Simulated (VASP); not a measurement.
# TiO2 (I4_1/amd) in VASP: notebook

The runs below take TiO2 through single point, with PBE, PBEsol.

Program: VASP 6.6.1. These are calculated values, not measurements. Logs are shortened: lines on timing, memory, paths and dates and some standing lists are left out, and cuts for length are marked.

**1. The cell of the first run**

Symmetry: I4_1/amd, No. 141, tetragonal system. The conventional cell has a = 3.800 Å, b = 3.800 Å, c = 9.692 Å, α = 90.00°, β = 90.00°, γ = 90.00°. Within 2.6 Å of Ti (site symmetry -4m2) lie 6 O at 1.95 to 2.00 Å. Within 2.6 Å of O (site symmetry 2mm) lie 3 Ti at 1.95 to 2.00 Å and 2 O at 2.47 Å.

**2. Single point, PBE**

Input file INCAR:

```
PREC = Accurate
ENCUT = 520
EDIFF = 1E-6
ISMEAR = -1
SIGMA = 0.05
LREAL = False
LASPH = True
NELM = 100
ALGO = Normal
ISIF = 2
LWAVE = False
LCHARG = True
GGA = PE
LELF = True
LVHAR = True
NBANDS = 33
```

Input file KPOINTS:

```
Automatic mesh
0
Gamma
  10 10 10
```

Input file POSCAR:

```
TiO2
1.0
   -1.9000534378      1.9000534378      4.8459517898
    1.9000534378     -1.9000534378      4.8459517898
    1.9000534378      1.9000534378     -4.8459517898
Ti O
2 4
Direct
    0.7500000000      0.2500000000      0.5000000000
    0.0000000000      0.0000000000      0.0000000000
    0.7933759755      0.7933759755      0.0000000000
    0.5433759755      0.0433759755      0.5000000000
    0.9566240245      0.4566240245      0.5000000000
    0.2066240245      0.2066240245      0.0000000000
```

Potentials or basis: VASP PAW PBE potentials, release 64 (Ti_sv, O).

On the command line:

```sh
$ cat potpaw_PBE.64/Ti_sv/POTCAR potpaw_PBE.64/O/POTCAR > POTCAR
$ mpirun -np 1 vasp_std > vasp.out
```

OUTCAR:

```text
PREC = Accurate
   ENCUT = 520
   EDIFF = 1E-6
   ISMEAR = -1
   LREAL = False
   LASPH = True
   NELM = 100
   ISIF = 2
   GGA = PE

 ion  position               nearest neighbor table
   1  0.750  0.250  0.500-   3 1.95   6 1.95   3 1.95   6 1.95   5 2.00   4 2.00
   2  0.000  0.000  0.000-   4 1.95   5 1.95   4 1.95   5 1.95   3 2.00   6 2.00
   3  0.793  0.793  0.000-   1 1.95   1 1.95   2 2.00
   4  0.543  0.043  0.500-   2 1.95   2 1.95   1 2.00
   5  0.957  0.457  0.500-   2 1.95   2 1.95   1 2.00
   6  0.207  0.207  0.000-   1 1.95   1 1.95   2 2.00

  LATTYP: Found a body centered tetragonal cell.
 ALAT       =     3.8001068756
 C/A-ratio  =     2.5504292108

  Lattice vectors:

 A1 = (  -1.9000534378,   1.9000534378,   4.8459517898)
 A2 = (   1.9000534378,  -1.9000534378,   4.8459517898)
 A3 = (   1.9000534378,   1.9000534378,  -4.8459517898)

Analysis of symmetry for initial positions (statically):
=====================================================================
 Subroutine PRICEL returns:
 Original cell was already a primitive cell.

 Routine SETGRP: Setting up the symmetry group for a
 body centered tetragonal supercell.

 Subroutine GETGRP returns: Found 16 space group operations
 (whereof  8 operations were pure point group operations)
 out of a pool of 16 trial point group operations.

The static configuration has the point symmetry D_2d.
 The point group associated with its full space group is D_4h.

Analysis of symmetry for dynamics (positions and initial velocities):
=====================================================================
 Subroutine PRICEL returns:
 Original cell was already a primitive cell.

 Routine SETGRP: Setting up the symmetry group for a
 body centered tetragonal supercell.

 Subroutine GETGRP returns: Found 16 space group operations
 (whereof  8 operations were pure point group operations)
 out of a pool of 16 trial point group operations.

The dynamic configuration has the point symmetry D_2d.
 The point group associated with its full space group is D_4h.

 Subroutine INISYM returns: Found 16 space group operations
 (whereof  8 operations are pure point group operations),
 and found     1 'primitive' translations

----------------------------------------------------------------------------------------

                                     Primitive cell

  volume of cell :      69.9795

  direct lattice vectors                    reciprocal lattice vectors
    -1.900053438  1.900053438  4.845951790     0.000000000  0.263150494  0.103178905
     1.900053438 -1.900053438  4.845951790     0.263150494  0.000000000  0.103178905
     1.900053438  1.900053438 -4.845951790     0.263150494  0.263150494  0.000000000

  length of vectors
     5.541087879  5.541087879  5.541087879     0.282655389  0.282655389  0.372150997

  position of ions in fractional coordinates (direct lattice)
     0.750000000  0.250000000  0.500000000
     0.000000000  0.000000000  0.000000000
     0.793375975  0.793375975  0.000000000
     0.543375975  0.043375975  0.500000000
     0.956624025  0.456624025  0.500000000
     0.206624025  0.206624025  0.000000000

  ion indices of the primitive-cell ions
   primitive index   ion index
                 1           1
                 2           2
                 3           3
                 4           4
                 5           5
                 6           6

----------------------------------------------------------------------------------------

 KPOINTS: Automatic mesh

Automatic generation of k-mesh.
 Grid dimensions read from file:
 generate k-points for:   10   10   10

 Generating k-lattice:

  Cartesian coordinates                     Fractional coordinates (reciprocal lattice)
     0.000000000  0.026315049  0.010317891     0.100000000  0.000000000  0.000000000
     0.026315049  0.000000000  0.010317891     0.000000000  0.100000000  0.000000000
     0.026315049  0.026315049  0.000000000     0.000000000  0.000000000  0.100000000

  Length of vectors
     0.028265539  0.028265539  0.037215100

  Shift w.r.t. Gamma in fractional coordinates (k-lattice)
     0.000000000  0.000000000  0.000000000

 Subroutine IBZKPT returns following result:
 ===========================================

 Found    102 irreducible k-points:

 Following reciprocal coordinates:
            Coordinates               Weight
  0.000000  0.000000  0.000000      1.000000
  0.100000 -0.000000  0.000000      8.000000
  0.200000 -0.000000  0.000000      8.000000
  0.300000 -0.000000  0.000000      8.000000
  0.400000 -0.000000  0.000000      8.000000
  0.500000  0.000000  0.000000      4.000000
[... 16 lines left out ...]
  0.300000  0.300000  0.000000      8.000000
  0.400000  0.300000  0.000000     16.000000
 [... further k-points ...]
   k-points           NKPTS =    102   k-points in BZ     NKDIM =    102   number of bands    NBANDS=     33
   number of dos      NEDOS =    301   number of ions     NIONS =      6
   total plane-waves  NPLWV =  74088
   dimension x,y,z NGX =    42 NGY =   42 NGZ =   42
   dimension x,y,z NGXF=    84 NGYF=   84 NGZF=   84
   ions per type =               2   4
   NGX,Y,Z   is equivalent  to a cutoff of  12.60, 12.60, 12.60 a.u.
   NGXF,Y,Z  is equivalent  to a cutoff of  25.20, 25.20, 25.20 a.u.
 SYSTEM =  unknown system
   PREC   = accura    normal or accurate (medium, high low for compatibility)
   ISTART =      0    job   : 0-new  1-cont  2-samecut
   ICHARG =      2    charge: 1-file 2-atom 10-const
   ISPIN  =      1    spin polarized calculation?
   LNONCOLLINEAR =      F non collinear calculations
   LSORBIT =      F    spin-orbit coupling
   LASPH  =      T    aspherical Exc in radial PAW
   ENCUT  =  520.0 eV  38.22 Ry    6.18 a.u.  10.30 10.30 10.30*2*pi/ulx,y,z
   NELM   =    100;   NELMIN=  2; NELMDL= -5     # of ELM steps
   EDIFF  = 0.1E-05   stopping-criterion for ELM
   LREAL  =      F    real-space projection
   EDIFFG = 0.1E-04   stopping-criterion for IOM
   NSW    =      0    number of steps for IOM
   IBRION =     -1    ionic relax: 0-MD 1-quasi-New 2-CG
   NFREE  =      0    steps in history (QN), initial steepest desc. (CG)
   ISIF   =      2    stress and relaxation
   ISYM   =      2    0-nonsym 1-usesym 2-fastsym
   POTIM  = 0.5000    time-step for ionic-motion
   TEBEG  =    0.0;   TEEND  =   0.0 temperature during run
   PSTRESS=    0.0 pullay stress
   NELECT =      48.0000    total number of electrons
   NUPDOWN=      -1.0000    fix difference up-down
   EMIN   =  10.00;   EMAX   =-10.00  energy-range for DOS
   EFERMI =   0.00;   METHOD = LEGACY
   ISMEAR =    -1;   SIGMA  =   0.05  broadening in eV -4-tet -1-fermi 0-gaus
   EFERMI_NEDOS =   21; number of points for ismear=-14 and -15
   IALGO  =     38    algorithm
   IMIX   =      4    mixing-type and parameters
     AMIX     =   0.40;   BMIX     =  1.00
     AMIX_MAG =   1.60;   BMIX_MAG =  1.00
  volume/ion in A,a.u.               =      11.66        78.71
  Fermi-wavevector in a.u.,A,eV,Ry     =   1.443771  2.728332 28.361003  2.084475
  Thomas-Fermi vector in A             =   2.562141
   LORBIT       =      0    0 simple, 1 ext, 2 COOP (PROOUT), +10 PAW based schemes
   GGA     = PE    functional components
   LHFCALC =     F    Hartree Fock is set to
   AEXX    =    0.0000 exact exchange contribution
   IVDW    =     0    specifies the selected vdW correction
   LEPSILON=     F    determine dielectric tensor
   LRPA    =     F    only Hartree local field effects (RPA)
 non-spin polarized calculation
  energy-cutoff  :      520.00
  volume of cell :       69.98
 maximum number of plane-waves:      1897
 NGX is ok and might be reduce to    42
   NGX = 21   NGY = 21   NGZ = 21

 number of electron      47.9999996 magnetization

 Free energy of the ion-electron system (eV)
  ---------------------------------------------------
  ext. energy  EPLUGINS =         0.00000000
  ---------------------------------------------------
  free energy    TOTEN  =       -53.86475989 eV

  energy without entropy =      -53.86475989  energy(sigma->0) =      -53.86475989

 E-fermi :   4.2521     XC(G=0): -10.5940

 val. band max:        3.1451224372   @ k =  -0.4000   0.4000   0.0000
 cond. band min:       5.2520705333   @ k =   0.0000   0.0000   0.0000
 fundamental gap:      2.1069480962
 Fermi energy:         4.2521444629

 k-point     1 :       0.0000    0.0000    0.0000
  band No.  band energies     occupation
      1     -53.3149      2.00000
      2     -53.2636      2.00000
      3     -29.7436      2.00000
      4     -29.5251      2.00000
      5     -29.5251      2.00000
      6     -29.4634      2.00000
[... 25 lines left out ...]
     32       8.2069      0.00000
     33       8.3386      0.00000

 k-point     2 :       0.1000   -0.0000    0.0000
  band No.  band energies     occupation
      1     -53.3137      2.00000
      2     -53.2644      2.00000
      3     -29.7409      2.00000
      4     -29.5368      2.00000
      5     -29.5259      2.00000
      6     -29.4684      2.00000
[... 25 lines left out ...]
     32       8.3720      0.00000
     33       8.6129      0.00000

 k-point     3 :       0.2000   -0.0000    0.0000
  band No.  band energies     occupation
      1     -53.3106      2.00000
      2     -53.2665      2.00000
      3     -29.7341      2.00000
      4     -29.5664      2.00000
      5     -29.5279      2.00000
      6     -29.4803      2.00000
[... 25 lines left out ...]
     32       8.7202      0.00000
     33       9.0236      0.00000

 k-point     4 :       0.3000   -0.0000    0.0000
  band No.  band energies     occupation
      1     -53.3062      2.00000
      2     -53.2696      2.00000
      3     -29.7258      2.00000
      4     -29.6020      2.00000
      5     -29.5301      2.00000
      6     -29.4920      2.00000
[... 673 lines left out ...]
     32       9.4108      0.00000
     33       9.7182      0.00000

 k-point    23 :       0.3000    0.3000    0.0000
  band No.  band energies     occupation
      1     -53.2954      2.00000
      2     -53.2777      2.00000
      3     -29.7009      2.00000
      4     -29.6479      2.00000
      5     -29.5668      2.00000
      6     -29.5263      2.00000
[... 25 lines left out ...]
     32       9.4118      0.00000
     33      10.2333      0.00000

 k-point    24 :       0.4000    0.3000    0.0000
  band No.  band energies     occupation
      1     -53.2921      2.00000
      2     -53.2799      2.00000
      3     -29.7033      2.00000
      4     -29.6675      2.00000
      5     -29.5688      2.00000
      6     -29.5408      2.00000
[... 25 lines left out ...]
     32       9.4220      0.00000
     33      10.3040      0.00000

 [... further k-points ...]

------------------------ aborting loop because EDIFF is reached ----------------------------------------

  FORCE on cell =-STRESS in cart. coord.  units (eV):
  Direction    XX          YY          ZZ          XY          YZ          ZX
  --------------------------------------------------------------------------------------
  -------------------------------------------------------------------------------------
  Total        0.2675058      0.2675058      0.2960998      0.0000000     -0.0000000      0.0000000
  in kB        6.1245350      6.1245350      6.7791928      0.0000000     -0.0000000      0.0000000
  external PRESSURE =       6.3427542 kB  Pullay stress =       0.0000000 kB

 VOLUME and BASIS-vectors are now :
 -----------------------------------------------------------------------------
  energy-cutoff  :      520.00
  volume of cell :       69.98
      direct lattice vectors                 reciprocal lattice vectors
    -1.900053438  1.900053438  4.845951790     0.000000000  0.263150494  0.103178905
     1.900053438 -1.900053438  4.845951790     0.263150494  0.000000000  0.103178905
     1.900053438  1.900053438 -4.845951790     0.263150494  0.263150494  0.000000000

 POSITION                                       TOTAL-FORCE (eV/Angst)
 -----------------------------------------------------------------------------------
      0.00000      1.90005      2.42298        -0.000000     -0.000000     -0.000000
      0.00000      0.00000      0.00000        -0.000000     -0.000000     -0.000000
      0.00000      0.00000      7.68932        -0.000000     -0.000000     -0.009864
      0.00000      1.90005      0.42040         0.000000      0.000000     -0.009864
      0.00000      1.90005      4.42556        -0.000000     -0.000000      0.009864
      0.00000      0.00000      2.00258         0.000000      0.000000      0.009864
 -----------------------------------------------------------------------------------
    total drift:                                0.000000     -0.000000      0.000000

  FREE ENERGIE OF THE ION-ELECTRON SYSTEM (eV)
  ---------------------------------------------------
  free  energy   TOTEN  =       -53.8647598881 eV

  energy  without entropy=      -53.8647598881  energy(sigma->0) =      -53.86475989
```

Wall time 12 min (1 thread of Intel Xeon 8259CL, shared host); peak memory 0.38 GiB.

What came out:

```
Free energy            : -53.8648 eV
Pressure               : 0.6 GPa
Largest force          : 0.010 eV/Å
Band gap on the k mesh : 2.11 eV (least direct gap 2.41 eV)
```

Forces in eV/Å, atoms in the order of the input:
```
Ti   0.000  0.000  0.000
Ti   0.000  0.000  0.000
O    0.000  0.000 -0.010
O    0.000  0.000 -0.010
O    0.000  0.000  0.010
O    0.000  0.000  0.010
```

Levels at points of the mesh, in eV from the valence-band top:
| k point | band 22 | band 23 | band 24 | band 25 | band 26 | band 27 |
| --- | --- | --- | --- | --- | --- | --- |
| (0.00, 0.00, 0.00) | -0.78 | -0.41 | -0.41 | 2.11 | 2.78 | 3.96 |
| (0.50, 0.00, 0.00) | -0.88 | -0.84 | -0.63 | 3.18 | 3.46 | 3.51 |
| (0.50, 0.50, 0.00) | -1.98 | -0.04 | -0.04 | 3.21 | 3.21 | 3.68 |
| (0.50, 0.50, 0.50) | -1.23 | -0.10 | -0.10 | 2.43 | 2.43 | 3.69 |

A k mesh can miss the band edges. Expect the measured gap to be larger: semilocal functionals such as PBE lack the derivative discontinuity.

**3. Single point, PBEsol**

This run uses another cell than the first one, of 11.19 Å³/atom.

Input file INCAR:

```
SYSTEM = TiO2
ALGO = Normal
EDIFF = 1E-7
ENCUT = 520
GGA = PS
ISIF = 2
ISMEAR = -1
LASPH = .True.
LCHARG = .False.
LREAL = .False.
LWAVE = .False.
NBANDS = 33
NELM = 100
PREC = Accurate
SIGMA = 0.05
```

Input file KPOINTS:

```
k-points
0
Gamma
  10 10 10
  0 0 0
```

Input file POSCAR:

```
TiO2
1.0
   -1.8820916964      1.8820916964      4.7379479847
    1.8820916964     -1.8820916964      4.7379479847
    1.8820916964      1.8820916964     -4.7379479847
Ti O
2 4
Direct
    0.7500000000      0.2500000000      0.5000000000
    0.0000000000      0.0000000000      0.0000000000
    0.7914723441      0.7914723441      0.0000000000
    0.5414723441      0.0414723441      0.5000000000
    0.9585276559      0.4585276559      0.5000000000
    0.2085276559      0.2085276559      0.0000000000
```

Potentials or basis: VASP PAW PBE potentials, release 64 (Ti_sv, O).

On the command line:

```sh
$ cat potpaw_PBE.64/Ti_sv/POTCAR potpaw_PBE.64/O/POTCAR > POTCAR
$ mpirun -np 1 vasp_std > vasp.out
```

Run time: 12 min. Hardware: 1 thread of Intel Xeon 8259CL, shared host; peak memory 0.36 GiB.

It converged, with:

| Property | Result |
| --- | --- |
| Free energy | -56.2091 eV |
| Pressure | 2.7 GPa |
| Largest force | 0.020 eV/Å |
| Band gap on the k mesh | 2.08 eV (least direct gap 2.43 eV) |

Forces in eV/Å, atoms in the order of the input:
```
Ti   0.000  0.000  0.000
Ti   0.000  0.000  0.000
O    0.000  0.000 -0.020
O    0.000  0.000 -0.020
O    0.000  0.000  0.020
O    0.000  0.000  0.020
```

Stress tensor (GPa, compression positive):
```
2.68 0.00 0.00
0.00 2.68 0.00
0.00 0.00 2.77
```

Levels at points of the mesh, in eV from the valence-band top:
```tsv
k point	band 22	band 23	band 24	band 25	band 26	band 27
(0.00, 0.00, 0.00)	-0.76	-0.49	-0.49	2.08	2.87	4.03
(0.50, 0.00, 0.00)	-1.00	-0.84	-0.65	3.27	3.58	3.61
(0.50, 0.50, 0.00)	-2.14	-0.03	-0.03	3.39	3.39	3.89
(0.50, 0.50, 0.50)	-1.28	-0.12	-0.12	2.46	2.46	3.82
```

Caveat: the PAW data sets were made with another functional, which shifts forces and pressure a little.

**4. Single point, PBEsol**

This run uses another cell than the first one, of 11.31 Å³/atom.

Input file INCAR:

```
PREC = Accurate
ENCUT = 520
EDIFF = 1E-6
ISMEAR = -1
SIGMA = 0.05
LREAL = F
LASPH = T
NELM = 80
ALGO = Normal
ISIF = 2
LWAVE = F
LCHARG = F
GGA = PS
NBANDS = 33
```

Input file KPOINTS:

```
regular mesh
0
Gamma
  10 10 10
```

Input file POSCAR:

```
TiO2
1.0
   -1.8848870453      1.8848870453      4.7758985135
    1.8848870453     -1.8848870453      4.7758985135
    1.8848870453      1.8848870453     -4.7758985135
Ti O
2 4
Direct
    0.7500000000      0.2500000000      0.5000000000
    0.0000000000      0.0000000000      0.0000000000
    0.7924732883      0.7924732883      0.0000000000
    0.5424732883      0.0424732883      0.5000000000
    0.9575267117      0.4575267117      0.5000000000
    0.2075267117      0.2075267117      0.0000000000
```

On the command line:

```sh
$ cat potpaw_PBE.64/Ti_sv/POTCAR potpaw_PBE.64/O/POTCAR > POTCAR
$ mpirun -np 1 vasp_std > vasp.out
```

Run time: 13 min. Hardware: 1 thread of Intel Xeon 8259CL, shared host; peak memory 0.37 GiB.

The run converged. Its results:

- Free energy: -56.2175 eV
- Pressure: 0.7 GPa
- Largest force: 0.020 eV/Å
- Band gap on the k mesh: 2.10 eV (least direct gap 2.42 eV)

Forces on the atoms (eV/Å):
```
Ti   0.000  0.000  0.000
Ti   0.000  0.000  0.000
O    0.000  0.000 -0.020
O    0.000  0.000 -0.020
O    0.000  0.000  0.020
O    0.000  0.000  0.020
```

Stress tensor (GPa, compression positive):
```
0.69 0.00 0.00
0.00 0.69 0.00
0.00 0.00 0.77
```

Levels at points of the mesh, in eV from the valence-band top:
| k point | band 20 | band 21 | band 22 | band 23 | band 24 | band 25 | band 26 | band 27 | band 28 | band 29 |
| --- | --- | --- | --- | --- | --- | --- | --- | --- | --- | --- |
| (0.00, 0.00, 0.00) | -0.78 | -0.77 | -0.77 | -0.46 | -0.46 | 2.10 | 2.85 | 4.05 | 4.05 | 4.07 |
| (0.50, 0.00, 0.00) | -2.00 | -1.98 | -0.96 | -0.83 | -0.64 | 3.25 | 3.58 | 3.59 | 3.67 | 4.34 |
| (0.50, 0.50, 0.00) | -2.67 | -2.09 | -2.09 | -0.04 | -0.04 | 3.34 | 3.34 | 3.84 | 3.84 | 4.96 |
| (0.50, 0.50, 0.50) | -1.36 | -1.26 | -1.26 | -0.10 | -0.10 | 2.46 | 2.46 | 3.81 | 3.81 | 4.32 |

Caveat: the PAW data sets were made with another functional, which shifts forces and pressure a little.

(Continued in part 2 of 2.)
